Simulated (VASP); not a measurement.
A run of VASP 6.6.1:

INCAR

```
PREC     = Accurate       # precision mode
ENCUT    = 600            # plane-wave cutoff, eV
EDIFF    = 1E-7           # SCF threshold, eV
ISMEAR   = -1             # smearing method
SIGMA    = 0.1            # smearing width, eV
LREAL    = False          # projectors in reciprocal space
LASPH    = True           # aspherical terms in the spheres
NELM     = 100            # most SCF steps
ALGO     = Normal         # electronic algorithm
ISIF     = 3              # what is computed and relaxed
LWAVE    = False          # write WAVECAR
LCHARG   = False          # write CHGCAR
GGA      = PE             # functional
IBRION   = 2              # ionic algorithm
NSW      = 60             # ionic steps
EDIFFG   = -0.1           # ionic threshold
```

The input KPOINTS:

```
Automatic mesh
0
Gamma
  5 5 5
```

POSCAR

```
SrCl2
1.0
    0.0000000000      3.5066820000      3.5066820000
    3.5066820000      0.0000000000      3.5066820000
    3.5066820000      3.5066820000      0.0000000000
Sr Cl
1 2
Direct
    0.0000000000      0.0000000000      0.0000000000
    0.2500000000      0.2500000000      0.2500000000
    0.7500000000      0.7500000000      0.7500000000
```

Potentials or basis: VASP PAW PBE potentials, release 64 (Sr_sv, Cl).

Run with:

```sh
$ cat potpaw_PBE.64/Sr_sv/POTCAR potpaw_PBE.64/Cl/POTCAR > POTCAR
$ mpirun -np 1 vasp_std > vasp.out
```

Hardware: 1 thread of Intel(R) Xeon(R) Platinum 8488C (Sapphire Rapids), on a shared host.

**Question.** Estimate the wall time of this run.

**Answer.** Wall time 16 s on 1 thread of Intel(R) Xeon(R) Platinum 8488C (Sapphire Rapids) (shared host), peak memory 0.23 GiB. Counts: scf iterations 14, k points 10, ion steps 1.
